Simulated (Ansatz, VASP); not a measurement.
**One calculation of CO2, two programs**

Contents of INCAR:

```
SYSTEM = CO2
  PREC = Accurate
  ENCUT = 520
  EDIFF = 1E-6
  ISMEAR = -1
  SIGMA = 0.05
  LREAL = .False.
  LASPH = .True.
  NELM = 100
  ALGO = Normal
  ISIF = 2
  LWAVE = .False.
  LCHARG = .False.
  GGA = PS
  NBANDS = 25
```

KPOINTS

```
regular mesh
0
Gamma
  8 8 8
  0 0 0
```

File POSCAR:

```
CO2
1.0
   -1.9747270000      1.9747270000      3.0441985800
    1.9747270000     -1.9747270000      3.0441985800
    1.9747270000      1.9747270000     -3.0441985800
O C
4 2
Direct
    0.8750000000      0.9597980000      0.5847980000
    0.3750000000      0.2902020000      0.4152020000
    0.0402020000      0.6250000000      0.9152020000
    0.7097980000      0.1250000000      0.0847980000
    0.0000000000      0.0000000000      0.0000000000
    0.7500000000      0.2500000000      0.5000000000
```

input.yaml

```yaml
crystal:
  lattice:
    - [-1.974727, 1.974727, 3.04419858]
    - [1.974727, -1.974727, 3.04419858]
    - [1.974727, 1.974727, -3.04419858]
  atoms:
    - { symbol: O, position: [0.875, 0.959798, 0.584798] }
    - { symbol: O, position: [0.375, 0.290202, 0.415202] }
    - { symbol: O, position: [0.040202, 0.625, 0.915202] }
    - { symbol: O, position: [0.709798, 0.125, 0.084798] }
    - { symbol: C, position: [0.0, 0.0, 0.0] }
    - { symbol: C, position: [0.75, 0.25, 0.5] }
hamiltonian:
  xc: pbesol
  pseudopotentials: { kind: paw }
kpoints:
  mp_grid: { grid: [8, 8, 8] }
  band_path:
    path:
      - [[0.0, 0.0, 0.0], [0.5, -0.5, 0.0], [0.5, -0.5, 0.2103963371], [0.3551981686, -0.3551981686, 0.3551981686], [0.0, 0.0, 0.0], [0.5, 0.5, -0.5], [0.6448018314, 0.3551981686, -0.3551981686], [0.5, 0.0, 0.0], [0.75, -0.25, -0.25], [0.7896036629, 0.2103963371, -0.5], [0.5, 0.5, -0.5]]
      - [[0.5, -0.5, 0.0], [0.75, -0.25, -0.25]]
    npoints: 14
scf:
  occupations: { method: fermi_dirac, width: 0.05 }
  n_extra_bands: 15
output:
  forces: true
  stress: true
  eigenvalues: true
  fatbands: true
```

Alike in both runs: functional PBEsol; k mesh 8 × 8 × 8; occupations fermi-dirac, width 0.05 eV; no spin polarisation.

|  | VASP | Ansatz |
| --- | --- | --- |
| version | VASP 6.6.1 | Ansatz 0.2.0 |
| potentials or method | VASP PAW PBE potentials, release 64 (O, C) | Ansatz PAW |
| plane-wave cutoff (eV) | 520 | 420 |
| valence electrons in the cell | 32 | 32 |
| task | single point | band structure |

|  | VASP | Ansatz | Ansatz less VASP |
| --- | --- | --- | --- |
| gap on the k mesh at the Fermi level (eV) | 7.50 | 7.56 | +0.054 |
| least direct gap on the mesh (eV) | 7.92 | 7.98 | +0.063 |
| pressure (GPa) | -7.3 | -8.9 | -1.61 |
| traceless stress, the component that is largest in VASP (GPa) | -2.12 | -1.99 | +0.132 |
| rms of the force components (eV/Å) | 0.096 | 0.140 | +0.0436 |

VASP's potentials were made for PBE, not for PBEsol. Atom by atom the forces differ by 0.044 eV/Å (rms over components).

Noted on Ansatz's run: Pulay correction over one GPa.
